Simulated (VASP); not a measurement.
# InSb (F-43m) in VASP: notebook

Runs on InSb. Level: LDA. Tasks: electric field gradients.

Program: VASP 6.6.1. These are calculated values, not measurements. Logs are shortened: lines on timing, memory, paths and dates and some standing lists are left out, and cuts for length are marked.

## Step 1: The cell of the first run

The structure is cubic, space group F-43m (No. 216). Conventional cell: a = 6.521 Å, b = 6.521 Å, c = 6.521 Å, α = 90.00°, β = 90.00°, γ = 90.00°. In (site symmetry -43m) has 4 Sb at 2.82 Å within 3.7 Å. Within 3.7 Å of Sb (site symmetry -43m) lie 4 In at 2.82 Å.

## Step 2: Electric field gradients, LDA (volume scaled by 1.02)

The input, INCAR:

```
SYSTEM = InSb
PREC = Accurate
ENCUT = 520
EDIFF = 1E-8
ISMEAR = -1
SIGMA = 0.03
LREAL = .False.
LASPH = .True.
NELM = 100
ALGO = Normal
ISIF = 2
LWAVE = .False.
LCHARG = .False.
LEFG = .True.
NBANDS = 16
```

The input, KPOINTS:

```
regular mesh
0
Gamma
  10 10 10
  0 0 0
```

The input, POSCAR:

```
InSb
1.0
    0.0000000000      3.2605516185      3.2605516185
    3.2605516185      0.0000000000      3.2605516185
    3.2605516185      3.2605516185      0.0000000000
In Sb
1 1
Direct
    0.0000000000      0.0000000000      0.0000000000
    0.7500000000      0.7500000000      0.7500000000
```

Potentials or basis: VASP PAW LDA potentials, release 64 (In_d, Sb).

The run is started by

```bash
$ cat potpaw_LDA.64/In_d/POTCAR potpaw_LDA.64/Sb/POTCAR > POTCAR
$ mpirun -np 1 vasp_std > vasp.out
```

OUTCAR:

```text
SYSTEM = InSb
   PREC = Accurate
   ENCUT = 520
   EDIFF = 1E-8
   ISMEAR = -1
   LREAL = .False.
   LASPH = .True.
   NELM = 100
   ISIF = 2

 ion  position               nearest neighbor table
   1  0.000  0.000  0.000-   2 2.82   2 2.82   2 2.82   2 2.82
   2  0.750  0.750  0.750-   1 2.82   1 2.82   1 2.82   1 2.82

  LATTYP: Found a face centered cubic cell.
 ALAT       =     6.5211032370

  Lattice vectors:

 A1 = (   0.0000000000,   3.2605516185,   3.2605516185)
 A2 = (   3.2605516185,   0.0000000000,   3.2605516185)
 A3 = (   3.2605516185,   3.2605516185,   0.0000000000)

Analysis of symmetry for initial positions (statically):
=====================================================================
 Subroutine PRICEL returns:
 Original cell was already a primitive cell.

 Routine SETGRP: Setting up the symmetry group for a
 face centered cubic supercell.

 Subroutine GETGRP returns: Found 24 space group operations
 (whereof 24 operations were pure point group operations)
 out of a pool of 48 trial point group operations.

The static configuration has the point symmetry T_d .

Analysis of symmetry for dynamics (positions and initial velocities):
=====================================================================
 Subroutine PRICEL returns:
 Original cell was already a primitive cell.

 Routine SETGRP: Setting up the symmetry group for a
 face centered cubic supercell.

 Subroutine GETGRP returns: Found 24 space group operations
 (whereof 24 operations were pure point group operations)
 out of a pool of 48 trial point group operations.

The dynamic configuration has the point symmetry T_d .

 Subroutine INISYM returns: Found 24 space group operations
 (whereof 24 operations are pure point group operations),
 and found     1 'primitive' translations

----------------------------------------------------------------------------------------

                                     Primitive cell

  volume of cell :      69.3271

  direct lattice vectors                    reciprocal lattice vectors
     0.000000000  3.260551619  3.260551619    -0.153348285  0.153348285  0.153348285
     3.260551619  0.000000000  3.260551619     0.153348285 -0.153348285  0.153348285
     3.260551619  3.260551619  0.000000000     0.153348285  0.153348285 -0.153348285

  length of vectors
     4.611116320  4.611116320  4.611116320     0.265607021  0.265607021  0.265607021

  position of ions in fractional coordinates (direct lattice)
     0.000000000  0.000000000  0.000000000
     0.750000000  0.750000000  0.750000000

  ion indices of the primitive-cell ions
   primitive index   ion index
                 1           1
                 2           2

----------------------------------------------------------------------------------------

 KPOINTS: regular mesh

Automatic generation of k-mesh.
 Grid dimensions read from file:
 generate k-points for:   10   10   10

 Generating k-lattice:

  Cartesian coordinates                     Fractional coordinates (reciprocal lattice)
    -0.015334829  0.015334829  0.015334829     0.100000000  0.000000000  0.000000000
     0.015334829 -0.015334829  0.015334829     0.000000000  0.100000000  0.000000000
     0.015334829  0.015334829 -0.015334829     0.000000000  0.000000000  0.100000000

  Length of vectors
     0.026560702  0.026560702  0.026560702

  Shift w.r.t. Gamma in fractional coordinates (k-lattice)
     0.000000000  0.000000000  0.000000000

 Subroutine IBZKPT returns following result:
 ===========================================

 Found     47 irreducible k-points:

 Following reciprocal coordinates:
            Coordinates               Weight
  0.000000  0.000000  0.000000      1.000000
  0.100000  0.000000  0.000000      8.000000
  0.200000  0.000000  0.000000      8.000000
  0.300000  0.000000  0.000000      8.000000
  0.400000  0.000000  0.000000      8.000000
  0.500000  0.000000  0.000000      4.000000
[... 16 lines left out ...]
  0.300000  0.300000  0.000000      6.000000
  0.400000  0.300000  0.000000     24.000000
 [... further k-points ...]
   k-points           NKPTS =     47   k-points in BZ     NKDIM =     47   number of bands    NBANDS=     16
   number of dos      NEDOS =    301   number of ions     NIONS =      2
   total plane-waves  NPLWV =  46656
   dimension x,y,z NGX =    36 NGY =   36 NGZ =   36
   dimension x,y,z NGXF=    72 NGYF=   72 NGZF=   72
   ions per type =               1   1
   NGX,Y,Z   is equivalent  to a cutoff of  12.98, 12.98, 12.98 a.u.
   NGXF,Y,Z  is equivalent  to a cutoff of  25.96, 25.96, 25.96 a.u.
 SYSTEM =  InSb
   PREC   = accura    normal or accurate (medium, high low for compatibility)
   ISTART =      0    job   : 0-new  1-cont  2-samecut
   ICHARG =      2    charge: 1-file 2-atom 10-const
   ISPIN  =      1    spin polarized calculation?
   LNONCOLLINEAR =      F non collinear calculations
   LSORBIT =      F    spin-orbit coupling
   LASPH  =      T    aspherical Exc in radial PAW
   ENCUT  =  520.0 eV  38.22 Ry    6.18 a.u.   8.57  8.57  8.57*2*pi/ulx,y,z
   NELM   =    100;   NELMIN=  2; NELMDL= -5     # of ELM steps
   EDIFF  = 0.1E-07   stopping-criterion for ELM
   LREAL  =      F    real-space projection
   EDIFFG = 0.1E-06   stopping-criterion for IOM
   NSW    =      0    number of steps for IOM
   IBRION =     -1    ionic relax: 0-MD 1-quasi-New 2-CG
   NFREE  =      0    steps in history (QN), initial steepest desc. (CG)
   ISIF   =      2    stress and relaxation
   ISYM   =      2    0-nonsym 1-usesym 2-fastsym
   POTIM  = 0.5000    time-step for ionic-motion
   TEBEG  =    0.0;   TEEND  =   0.0 temperature during run
   PSTRESS=    0.0 pullay stress
   NELECT =      18.0000    total number of electrons
   NUPDOWN=      -1.0000    fix difference up-down
   EMIN   =  10.00;   EMAX   =-10.00  energy-range for DOS
   EFERMI =   0.00;   METHOD = LEGACY
   ISMEAR =    -1;   SIGMA  =   0.03  broadening in eV -4-tet -1-fermi 0-gaus
   EFERMI_NEDOS =   21; number of points for ismear=-14 and -15
   IALGO  =     38    algorithm
   IMIX   =      4    mixing-type and parameters
     AMIX     =   0.40;   BMIX     =  1.00
     AMIX_MAG =   1.60;   BMIX_MAG =  1.00
  volume/ion in A,a.u.               =      34.66       233.92
  Fermi-wavevector in a.u.,A,eV,Ry     =   1.044395  1.973619 14.840690  1.090760
  Thomas-Fermi vector in A             =   2.179145
   LORBIT       =      0    0 simple, 1 ext, 2 COOP (PROOUT), +10 PAW based schemes
   GGA     = CA    functional components
   LHFCALC =     F    Hartree Fock is set to
   AEXX    =    0.0000 exact exchange contribution
   IVDW    =     0    specifies the selected vdW correction
   LEPSILON=     F    determine dielectric tensor
   LRPA    =     F    only Hartree local field effects (RPA)
 non-spin polarized calculation
  energy-cutoff  :      520.00
  volume of cell :       69.33
 maximum number of plane-waves:      1893
 NGX is ok and might be reduce to    36
   NGX = 17   NGY = 17   NGZ = 17

 number of electron      17.9999994 magnetization

 Free energy of the ion-electron system (eV)
  ---------------------------------------------------
  ext. energy  EPLUGINS =         0.00000000
  ---------------------------------------------------
  free energy    TOTEN  =        -8.20691267 eV

  energy without entropy =       -8.20676361  energy(sigma->0) =       -8.20683814

 E-fermi :   4.7092     XC(G=0):  -8.9119

 val. band max:        4.6838906157   @ k =   0.0000   0.0000   0.0000
 cond. band min:       5.0710855761   @ k =   0.5000   0.0000   0.0000
 fundamental gap:      0.3871949604
 Fermi energy:         4.7092376185

 k-point     1 :       0.0000    0.0000    0.0000
  band No.  band energies     occupation
      1      -9.8319      2.00000
      2      -9.8319      2.00000
      3      -9.8319      2.00000
      4      -9.7500      2.00000
      5      -9.7500      2.00000
      6      -5.9669      2.00000
[... 8 lines left out ...]
     15      12.9063      0.00000
     16      12.9063      0.00000
[... 419 lines left out ...]
 k-point    24 :       0.4000    0.3000    0.0000
  band No.  band energies     occupation
      1      -9.8932      2.00000
      2      -9.8007      2.00000
      3      -9.7998      2.00000
      4      -9.7629      2.00000
      5      -9.7438      2.00000
      6      -4.6421      2.00000
[... 8 lines left out ...]
     15      14.1831      0.00000
     16      14.5247      0.00000

 [... further k-points ...]

------------------------ aborting loop because EDIFF is reached ----------------------------------------

  FORCE on cell =-STRESS in cart. coord.  units (eV):
  Direction    XX          YY          ZZ          XY          YZ          ZX
  --------------------------------------------------------------------------------------
  -------------------------------------------------------------------------------------
  Total       -0.5811471     -0.5811471     -0.5811471     -0.0000000      0.0000000     -0.0000000
  in kB      -13.4305380    -13.4305380    -13.4305380     -0.0000000      0.0000000     -0.0000000
  external PRESSURE =     -13.4305380 kB  Pullay stress =       0.0000000 kB

 VOLUME and BASIS-vectors are now :
 -----------------------------------------------------------------------------
  energy-cutoff  :      520.00
  volume of cell :       69.33
      direct lattice vectors                 reciprocal lattice vectors
     0.000000000  3.260551619  3.260551619    -0.153348285  0.153348285  0.153348285
     3.260551619  0.000000000  3.260551619     0.153348285 -0.153348285  0.153348285
     3.260551619  3.260551619  0.000000000     0.153348285  0.153348285 -0.153348285

 POSITION                                       TOTAL-FORCE (eV/Angst)
 -----------------------------------------------------------------------------------
      0.00000      0.00000      0.00000         0.000000      0.000000      0.000000
      4.89083      4.89083      4.89083        -0.000000     -0.000000     -0.000000
 -----------------------------------------------------------------------------------
    total drift:                               -0.000000     -0.000000     -0.000000

  FREE ENERGIE OF THE ION-ELECTRON SYSTEM (eV)
  ---------------------------------------------------
  free  energy   TOTEN  =        -8.2069126675 eV

  energy  without entropy=       -8.2067636082  energy(sigma->0) =       -8.20683814

 Electric field gradients (V/A^2)
---------------------------------------------------------------------
 ion       V_xx      V_yy      V_zz      V_xy      V_xz      V_yz
---------------------------------------------------------------------
   1      -0.000     0.000     0.000     0.002     0.002     0.002
   2       0.000     0.000     0.000    -0.000    -0.000    -0.000
---------------------------------------------------------------------

 Electric field gradients after diagonalization (V/A^2)
 (convention: |V_zz| > |V_xx| > |V_yy|)
----------------------------------------------------------------------
 ion       V_xx      V_yy      V_zz     asymmetry (V_yy - V_xx)/ V_zz
----------------------------------------------------------------------
   1      -0.002    -0.002     0.004       0.000
   2       0.000     0.000    -0.000       0.000
----------------------------------------------------------------------

           NMR quadrupolar parameters

 Cq : quadrupolar parameter    Cq=e*Q*V_zz/h
 eta: asymmetry parameters     (V_yy - V_xx)/ V_zz
 Q  : nuclear electric quadrupole moment in mb (millibarn)
----------------------------------------------------------------------
 ion       Cq(MHz)       eta       Q (mb)
----------------------------------------------------------------------
   1       0.000       0.000       1.000
   2      -0.000       0.000       1.000
----------------------------------------------------------------------
```

Run time: 87 s. Hardware: 1 thread of Intel Xeon 8259CL, shared host; peak memory 0.2 GiB.

What came out:

```
Free energy            : -8.2069 eV
Pressure               : -1.3 GPa
Band gap on the k mesh : zero (filled and empty bands touch)
```

Caveat: without QUAD_EFG the Cq values of the log hold for a quadrupole moment of 1 mb, not for the nuclei; spin-orbit coupling is left out, which moves the levels of the heavy elements.

## Step 3: Electric field gradients, LDA (volume scaled by 1.04)

The input, INCAR:

```
ALGO = Normal
EDIFF = 1E-8
ENCUT = 520
ISIF = 2
ISMEAR = -1
LASPH = T
LCHARG = F
LEFG = T
LREAL = F
LWAVE = F
NBANDS = 16
NELM = 100
PREC = Accurate
SIGMA = 0.03
```

The input, KPOINTS:

```
k-points
0
Gamma
  10 10 10
```

The input, POSCAR:

```
InSb
1.0
    0.0000000000      3.2817246249      3.2817246249
    3.2817246249      0.0000000000      3.2817246249
    3.2817246249      3.2817246249      0.0000000000
In Sb
1 1
Direct
    0.0000000000      0.0000000000      0.0000000000
    0.7500000000      0.7500000000      0.7500000000
```

Potentials or basis: VASP PAW LDA potentials, release 64 (In_d, Sb).

The run is started by

```bash
$ cat potpaw_LDA.64/In_d/POTCAR potpaw_LDA.64/Sb/POTCAR > POTCAR
$ mpirun -np 1 vasp_std > vasp.out
```

OUTCAR:

```text
EDIFF = 1E-8
   ENCUT = 520
   ISIF = 2
   ISMEAR = -1
   LASPH = T
   LREAL = F
   NELM = 100
   PREC = Accurate

 ion  position               nearest neighbor table
   1  0.000  0.000  0.000-   2 2.84   2 2.84   2 2.84   2 2.84
   2  0.750  0.750  0.750-   1 2.84   1 2.84   1 2.84   1 2.84

  LATTYP: Found a face centered cubic cell.
 ALAT       =     6.5634492498

  Lattice vectors:

 A1 = (   0.0000000000,   3.2817246249,   3.2817246249)
 A2 = (   3.2817246249,   0.0000000000,   3.2817246249)
 A3 = (   3.2817246249,   3.2817246249,   0.0000000000)

Analysis of symmetry for initial positions (statically):
=====================================================================
 Subroutine PRICEL returns:
 Original cell was already a primitive cell.

 Routine SETGRP: Setting up the symmetry group for a
 face centered cubic supercell.

 Subroutine GETGRP returns: Found 24 space group operations
 (whereof 24 operations were pure point group operations)
 out of a pool of 48 trial point group operations.

The static configuration has the point symmetry T_d .

Analysis of symmetry for dynamics (positions and initial velocities):
=====================================================================
 Subroutine PRICEL returns:
 Original cell was already a primitive cell.

 Routine SETGRP: Setting up the symmetry group for a
 face centered cubic supercell.

 Subroutine GETGRP returns: Found 24 space group operations
 (whereof 24 operations were pure point group operations)
 out of a pool of 48 trial point group operations.

[... 157 lines left out ...]
      2      -9.9934      2.00000
      3      -9.9934      2.00000
      4      -9.9166      2.00000
      5      -9.9166      2.00000
      6      -6.0493      2.00000
[... 433 lines left out ...]
      3      -9.9635      2.00000
      4      -9.9284      2.00000
      5      -9.9107      2.00000
      6      -4.7682      2.00000
[... 8 lines left out ...]
     15      13.9344      0.00000
     16      14.2324      0.00000

 [... further k-points ...]

------------------------ aborting loop because EDIFF is reached ----------------------------------------

  FORCE on cell =-STRESS in cart. coord.  units (eV):
  Direction    XX          YY          ZZ          XY          YZ          ZX
  --------------------------------------------------------------------------------------
  -------------------------------------------------------------------------------------
  Total       -0.9192883     -0.9192883     -0.9192883      0.0000000     -0.0000000     -0.0000000
  in kB      -20.8365552    -20.8365552    -20.8365552      0.0000000     -0.0000000     -0.0000000
  external PRESSURE =     -20.8365552 kB  Pullay stress =       0.0000000 kB

 VOLUME and BASIS-vectors are now :
 -----------------------------------------------------------------------------
  energy-cutoff  :      520.00
  volume of cell :       70.69
      direct lattice vectors                 reciprocal lattice vectors
     0.000000000  3.281724625  3.281724625    -0.152358914  0.152358914  0.152358914
     3.281724625  0.000000000  3.281724625     0.152358914 -0.152358914  0.152358914
     3.281724625  3.281724625  0.000000000     0.152358914  0.152358914 -0.152358914

 POSITION                                       TOTAL-FORCE (eV/Angst)
 -----------------------------------------------------------------------------------
      0.00000      0.00000      0.00000         0.000000      0.000000      0.000000
      4.92259      4.92259      4.92259        -0.000000     -0.000000     -0.000000
 -----------------------------------------------------------------------------------
    total drift:                               -0.000000     -0.000000      0.000000

  FREE ENERGIE OF THE ION-ELECTRON SYSTEM (eV)
  ---------------------------------------------------
  free  energy   TOTEN  =        -8.1925456306 eV

  energy  without entropy=       -8.1923924879  energy(sigma->0) =       -8.19246906

 Electric field gradients (V/A^2)
---------------------------------------------------------------------
 ion       V_xx      V_yy      V_zz      V_xy      V_xz      V_yz
---------------------------------------------------------------------
   1      -0.000     0.000     0.000     0.002     0.002     0.002
   2      -0.000    -0.000    -0.000    -0.000    -0.000    -0.000
---------------------------------------------------------------------

 Electric field gradients after diagonalization (V/A^2)
 (convention: |V_zz| > |V_xx| > |V_yy|)
----------------------------------------------------------------------
 ion       V_xx      V_yy      V_zz     asymmetry (V_yy - V_xx)/ V_zz
----------------------------------------------------------------------
   1      -0.002    -0.002     0.004       0.000
   2       0.000     0.000    -0.000       0.000
----------------------------------------------------------------------

           NMR quadrupolar parameters

 Cq : quadrupolar parameter    Cq=e*Q*V_zz/h
 eta: asymmetry parameters     (V_yy - V_xx)/ V_zz
 Q  : nuclear electric quadrupole moment in mb (millibarn)
----------------------------------------------------------------------
 ion       Cq(MHz)       eta       Q (mb)
----------------------------------------------------------------------
   1       0.000       0.000       1.000
   2      -0.000       0.000       1.000
----------------------------------------------------------------------
```

It took 85 s on 1 thread of Intel Xeon 8259CL, shared host; peak memory 0.21 GiB.

What came out:

```yaml
Free_energy: -8.1925 eV
Pressure: -2.1 GPa
Band_gap_on_the_k_mesh: zero (filled and empty bands touch)
```

Caveat: without QUAD_EFG the Cq values of the log hold for a quadrupole moment of 1 mb, not for the nuclei; spin-orbit coupling is left out, which moves the levels of the heavy elements.
